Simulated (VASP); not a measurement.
# Nb (Fm-3m) in VASP: a series of runs, part 2 of 2

VASP 6.6.1. The steps go on from the part before.

## Step 4: Electric field gradients, PBE (volume scaled by 0.975)

File INCAR:

```
SYSTEM = Nb
  PREC = Accurate
  ENCUT = 520
  EDIFF = 1E-8
  ISMEAR = -1
  SIGMA = 0.08
  LREAL = .False.
  LASPH = .True.
  NELM = 100
  ALGO = Normal
  ISIF = 2
  LWAVE = .False.
  LCHARG = .False.
  GGA = PE
  LEFG = .True.
  NBANDS = 12
```

File KPOINTS:

```
Automatic mesh
0
Gamma
  13 13 13
  0 0 0
```

File POSCAR:

```
Nb
1.0
    0.0000000000      2.0972260504      2.0972260504
    2.0972260504      0.0000000000      2.0972260504
    2.0972260504      2.0972260504      0.0000000000
Nb
1
Direct
    0.0000000000      0.0000000000      0.0000000000
```

Potentials or basis: VASP PAW PBE potentials, release 64 (Nb_sv).

Run with:

```sh
$ cat potpaw_PBE.64/Nb_sv/POTCAR > POTCAR
$ mpirun -np 1 vasp_std > vasp.out
```

OUTCAR:

```text
SYSTEM = Nb
   PREC = Accurate
   ENCUT = 520
   EDIFF = 1E-8
   ISMEAR = -1
   LREAL = .False.
   LASPH = .True.
   NELM = 100
   ISIF = 2
   GGA = PE

 ion  position               nearest neighbor table
   1  0.000  0.000  0.000-

  LATTYP: Found a face centered cubic cell.
 ALAT       =     4.1944521008

  Lattice vectors:

 A1 = (   0.0000000000,   2.0972260504,   2.0972260504)
 A2 = (   2.0972260504,   0.0000000000,   2.0972260504)
 A3 = (   2.0972260504,   2.0972260504,   0.0000000000)

Analysis of symmetry for initial positions (statically):
=====================================================================
 Subroutine PRICEL returns:
 Original cell was already a primitive cell.

 Routine SETGRP: Setting up the symmetry group for a
 face centered cubic supercell.

[... 541 lines left out ...]
  external PRESSURE =      28.3427626 kB  Pullay stress =       0.0000000 kB

 VOLUME and BASIS-vectors are now :
 -----------------------------------------------------------------------------
  energy-cutoff  :      520.00
  volume of cell :       18.45
      direct lattice vectors                 reciprocal lattice vectors
     0.000000000  2.097226050  2.097226050    -0.238410161  0.238410161  0.238410161
     2.097226050  0.000000000  2.097226050     0.238410161 -0.238410161  0.238410161
     2.097226050  2.097226050  0.000000000     0.238410161  0.238410161 -0.238410161

 POSITION                                       TOTAL-FORCE (eV/Angst)
 -----------------------------------------------------------------------------------
      0.00000      0.00000      0.00000         0.000000      0.000000      0.000000
 -----------------------------------------------------------------------------------
    total drift:                               -0.000000      0.000000      0.000000

  FREE ENERGIE OF THE ION-ELECTRON SYSTEM (eV)
  ---------------------------------------------------
  free  energy   TOTEN  =        -9.9063107969 eV

  energy  without entropy=       -9.8735225965  energy(sigma->0) =       -9.88991670

 Electric field gradients (V/A^2)
---------------------------------------------------------------------
 ion       V_xx      V_yy      V_zz      V_xy      V_xz      V_yz
---------------------------------------------------------------------
   1       0.000    -0.000     0.000    -0.000    -0.000    -0.000
---------------------------------------------------------------------

 Electric field gradients after diagonalization (V/A^2)
 (convention: |V_zz| > |V_xx| > |V_yy|)
----------------------------------------------------------------------
 ion       V_xx      V_yy      V_zz     asymmetry (V_yy - V_xx)/ V_zz
----------------------------------------------------------------------
   1       0.000     0.000    -0.000       0.000
----------------------------------------------------------------------

           NMR quadrupolar parameters

 Cq : quadrupolar parameter    Cq=e*Q*V_zz/h
 eta: asymmetry parameters     (V_yy - V_xx)/ V_zz
 Q  : nuclear electric quadrupole moment in mb (millibarn)
----------------------------------------------------------------------
 ion       Cq(MHz)       eta       Q (mb)
----------------------------------------------------------------------
   1      -0.000       0.000       1.000
----------------------------------------------------------------------
```

Wall time 14 s (1 thread of Intel Xeon Platinum 8259CL at 2.50GHz (Skylake/Cascade Lake), shared host); peak memory 0.14 GiB.

What came out:

| Quantity | Value |
| --- | --- |
| Free energy | -9.9063 eV |
| Pressure | 2.8 GPa |

Levels at points of the mesh, in eV from the Fermi level:
```
           k point  band 2  band 3  band 4  band 5  band 6  band 7  band 8  band 9  band 10  band 11
(0.00, 0.00, 0.00)  -30.12  -30.12  -30.12   -6.25    0.11    0.11    0.11    2.76     2.76    11.85
```

Caveat: without QUAD_EFG the Cq values of the log hold for a quadrupole moment of 1 mb, not for the nuclei.

## Step 5: Electric field gradients, PBE (volume scaled by 1.02)

File INCAR:

```
SYSTEM = Nb
PREC = Accurate ; ENCUT = 520
EDIFF = 1E-8 ; ISMEAR = -1
SIGMA = 0.08 ; LREAL = .False.
LASPH = .True. ; NELM = 100
ALGO = Normal ; ISIF = 2
LWAVE = .False. ; LCHARG = .False.
GGA = PE ; LEFG = .True.
NBANDS = 12
```

KPOINTS is that of step 4.

File POSCAR:

```
Nb
1.0
    0.0000000000      2.1290070307      2.1290070307
    2.1290070307      0.0000000000      2.1290070307
    2.1290070307      2.1290070307      0.0000000000
Nb
1
Direct
    0.0000000000      0.0000000000      0.0000000000
```

Potentials or basis: VASP PAW PBE potentials, release 64 (Nb_sv).

Run with:

```sh
$ cat potpaw_PBE.64/Nb_sv/POTCAR > POTCAR
$ mpirun -np 1 vasp_std > vasp.out
```

OUTCAR:

```text
SYSTEM = Nb
   PREC = Accurate
   ENCUT = 520
   EDIFF = 1E-8
   ISMEAR = -1
   LREAL = .False.
   LASPH = .True.
   NELM = 100
   ISIF = 2
   GGA = PE

 ion  position               nearest neighbor table
   1  0.000  0.000  0.000-

  LATTYP: Found a face centered cubic cell.
 ALAT       =     4.2580140614

  Lattice vectors:

 A1 = (   0.0000000000,   2.1290070307,   2.1290070307)
 A2 = (   2.1290070307,   0.0000000000,   2.1290070307)
 A3 = (   2.1290070307,   2.1290070307,   0.0000000000)

Analysis of symmetry for initial positions (statically):
=====================================================================
 Subroutine PRICEL returns:
 Original cell was already a primitive cell.

 Routine SETGRP: Setting up the symmetry group for a
 face centered cubic supercell.

 Subroutine GETGRP returns: Found 48 space group operations
 (whereof 48 operations were pure point group operations)
 out of a pool of 48 trial point group operations.

The static configuration has the point symmetry O_h .

Analysis of symmetry for dynamics (positions and initial velocities):
=====================================================================
 Subroutine PRICEL returns:
 Original cell was already a primitive cell.

 Routine SETGRP: Setting up the symmetry group for a
 face centered cubic supercell.

 Subroutine GETGRP returns: Found 48 space group operations
 (whereof 48 operations were pure point group operations)
 out of a pool of 48 trial point group operations.

The dynamic configuration has the point symmetry O_h .

 Subroutine INISYM returns: Found 48 space group operations
 (whereof 48 operations are pure point group operations),
 and found     1 'primitive' translations

----------------------------------------------------------------------------------------

                                     Primitive cell

  volume of cell :      19.3002

  direct lattice vectors                    reciprocal lattice vectors
     0.000000000  2.129007031  2.129007031    -0.234851268  0.234851268  0.234851268
     2.129007031  0.000000000  2.129007031     0.234851268 -0.234851268  0.234851268
     2.129007031  2.129007031  0.000000000     0.234851268  0.234851268 -0.234851268

  length of vectors
     3.010870617  3.010870617  3.010870617     0.406774328  0.406774328  0.406774328

  position of ions in fractional coordinates (direct lattice)
     0.000000000  0.000000000  0.000000000

  ion indices of the primitive-cell ions
   primitive index   ion index
                 1           1

----------------------------------------------------------------------------------------

 KPOINTS: Automatic mesh

Automatic generation of k-mesh.
 Grid dimensions read from file:
 generate k-points for:   13   13   13

 Generating k-lattice:

  Cartesian coordinates                     Fractional coordinates (reciprocal lattice)
    -0.018065482  0.018065482  0.018065482     0.076923077  0.000000000  0.000000000
     0.018065482 -0.018065482  0.018065482     0.000000000  0.076923077  0.000000000
[... 61 lines left out ...]
   NSW    =      0    number of steps for IOM
   IBRION =     -1    ionic relax: 0-MD 1-quasi-New 2-CG
   NFREE  =      0    steps in history (QN), initial steepest desc. (CG)
   ISIF   =      2    stress and relaxation
   ISYM   =      2    0-nonsym 1-usesym 2-fastsym
   POTIM  = 0.5000    time-step for ionic-motion
   TEBEG  =    0.0;   TEEND  =   0.0 temperature during run
   PSTRESS=    0.0 pullay stress
   NELECT =      13.0000    total number of electrons
   NUPDOWN=      -1.0000    fix difference up-down
   EMIN   =  10.00;   EMAX   =-10.00  energy-range for DOS
   EFERMI =   0.00;   METHOD = LEGACY
   ISMEAR =    -1;   SIGMA  =   0.08  broadening in eV -4-tet -1-fermi 0-gaus
   EFERMI_NEDOS =   21; number of points for ismear=-14 and -15
   IALGO  =     38    algorithm
   IMIX   =      4    mixing-type and parameters
     AMIX     =   0.40;   BMIX     =  1.00
     AMIX_MAG =   1.60;   BMIX_MAG =  1.00
  volume/ion in A,a.u.               =      19.30       130.24
  Fermi-wavevector in a.u.,A,eV,Ry     =   1.435056  2.711863 28.019645  2.059386
  Thomas-Fermi vector in A             =   2.554397
   LORBIT       =      0    0 simple, 1 ext, 2 COOP (PROOUT), +10 PAW based schemes
   GGA     = PE    functional components
[... 5 lines left out ...]
 non-spin polarized calculation
  energy-cutoff  :      520.00
  volume of cell :       19.30
 maximum number of plane-waves:       533
   NGX = 11   NGY = 11   NGZ = 11

 number of electron      13.0000000 magnetization

 Free energy of the ion-electron system (eV)
  ---------------------------------------------------
  ext. energy  EPLUGINS =         0.00000000
  ---------------------------------------------------
  free energy    TOTEN  =        -9.90179784 eV

  energy without entropy =       -9.86867874  energy(sigma->0) =       -9.88523829

 E-fermi :  10.5665     XC(G=0): -12.1508

 val. band max:       10.5663866381   @ k =   0.3846   0.2308   0.0000
 cond. band min:      10.5783225849   @ k =   0.4615   0.3077   0.0769
 fundamental gap:      0.0119359468
 Fermi energy:        10.5665370201

 k-point     1 :       0.0000    0.0000    0.0000
  band No.  band energies     occupation
      1     -44.2506      2.00000
      2     -19.6867      2.00000
      3     -19.6867      2.00000
      4     -19.6867      2.00000
      5       4.4261      2.00000
      6      10.7002      0.31661
      7      10.7002      0.31660
      8      10.7002      0.31660
      9      13.1933      0.00000
     10      13.1933      0.00000
     11      22.3681      0.00000
     12      27.0232      0.00000
[... 331 lines left out ...]
 k-point    24 :       0.4615    0.1538    0.0000
  band No.  band energies     occupation
      1     -44.0745      2.00000
      2     -20.6350      2.00000
      3     -19.9499      2.00000
      4     -19.8850      2.00000
      5       7.4572      2.00000
      6       9.6112      1.99999
      7      10.5389      1.17093
      8      11.3197      0.00016
      9      15.1442      0.00000
     10      15.5528      0.00000
     11      21.0036      0.00000
     12      23.9467      0.00000

 [... further k-points ...]
[... 5 lines left out ...]
  --------------------------------------------------------------------------------------
  -------------------------------------------------------------------------------------
  Total       -0.5378809     -0.5378809     -0.5378809      0.0000000     -0.0000000     -0.0000000
  in kB      -44.6514335    -44.6514335    -44.6514335      0.0000000     -0.0000000     -0.0000000
  external PRESSURE =     -44.6514335 kB  Pullay stress =       0.0000000 kB

 VOLUME and BASIS-vectors are now :
 -----------------------------------------------------------------------------
  energy-cutoff  :      520.00
  volume of cell :       19.30
      direct lattice vectors                 reciprocal lattice vectors
     0.000000000  2.129007031  2.129007031    -0.234851268  0.234851268  0.234851268
     2.129007031  0.000000000  2.129007031     0.234851268 -0.234851268  0.234851268
     2.129007031  2.129007031  0.000000000     0.234851268  0.234851268 -0.234851268

 POSITION                                       TOTAL-FORCE (eV/Angst)
 -----------------------------------------------------------------------------------
      0.00000      0.00000      0.00000         0.000000      0.000000      0.000000
 -----------------------------------------------------------------------------------
    total drift:                                0.000000      0.000000     -0.000000

  FREE ENERGIE OF THE ION-ELECTRON SYSTEM (eV)
  ---------------------------------------------------
  free  energy   TOTEN  =        -9.9017978443 eV

  energy  without entropy=       -9.8686787421  energy(sigma->0) =       -9.88523829

 Electric field gradients (V/A^2)
---------------------------------------------------------------------
 ion       V_xx      V_yy      V_zz      V_xy      V_xz      V_yz
---------------------------------------------------------------------
   1       0.000    -0.000    -0.000     0.000     0.000     0.000
---------------------------------------------------------------------

 Electric field gradients after diagonalization (V/A^2)
 (convention: |V_zz| > |V_xx| > |V_yy|)
----------------------------------------------------------------------
 ion       V_xx      V_yy      V_zz     asymmetry (V_yy - V_xx)/ V_zz
----------------------------------------------------------------------
   1      -0.000    -0.000     0.000       0.000
----------------------------------------------------------------------

           NMR quadrupolar parameters

 Cq : quadrupolar parameter    Cq=e*Q*V_zz/h
 eta: asymmetry parameters     (V_yy - V_xx)/ V_zz
 Q  : nuclear electric quadrupole moment in mb (millibarn)
----------------------------------------------------------------------
 ion       Cq(MHz)       eta       Q (mb)
----------------------------------------------------------------------
   1       0.000       0.000       1.000
----------------------------------------------------------------------
```

stdout:

```text
POSCAR found type information on POSCAR Nb
 POSCAR found :  1 types and       1 ions
 scaLAPACK will be used
 LDA part: xc-table for (Slater+PW92), standard interpolation
 POSCAR, INCAR and KPOINTS ok, starting setup
 FFT: planning ... GRIDC
 FFT: planning ... GRID_SOFT
 FFT: planning ... GRID
 WAVECAR not read
 entering main loop
ion   1
```

Run time: 10 s. Hardware: 1 thread of Intel Xeon Platinum 8488C (Sapphire Rapids), shared host; peak memory 0.15 GiB.

What came out:

| Item | Value |
| --- | --- |
| Free energy | -9.9018 eV |
| Pressure | -4.5 GPa |

Caveat: without QUAD_EFG the Cq values of the log hold for a quadrupole moment of 1 mb, not for the nuclei.

## Step 6: Summary

| cell | gap on the mesh (eV) | pressure (GPa) |
| --- | --- | --- |
| a = 2.940 Å, angles 60.0°, 1 atom | none | 7.6 |
| a = 2.966 Å, angles 60.0°, 1 atom | none | 2.8 |
| a = 3.011 Å, angles 60.0°, 1 atom | none | -4.5 |

Alike in all rows: task electric field gradients; level PBE; potentials or basis VASP PAW PBE potentials, release 64 (Nb_sv); no spin polarisation; k mesh 13 × 13 × 13; cutoff (eV) 520; smearing fermi-dirac 0.08 eV.

Total energies depend on the potentials used, so only differences within one code and one set of settings carry meaning.
